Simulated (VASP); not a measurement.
Crystal: B.

```
B
1.0
     1.70240    0.00000    0.00000
    -0.85120    1.47440    0.00000
     0.00000    0.00000    3.63540
B
1
Direct
  0.00000 0.00000 0.00000
```

Base run:

* Program: VASP 6.6.1
* Functional: PBE
* Potentials or basis: VASP PAW PBE potentials, release 64 (B)
* Cutoff: 520 eV
* k mesh: 18 × 18 × 8
* Occupations: fermi-dirac, width 0.05 eV
* Spin: no spin polarisation

Its results: pressure 3.2 GPa.

Task: The run is repeated on the same cell with these changes: k mesh from 18 × 18 × 8 to 9 × 9 × 4. What comes out?

Result: Pressure 2.1 GPa.

Caveats: some runs use coarse meshes.
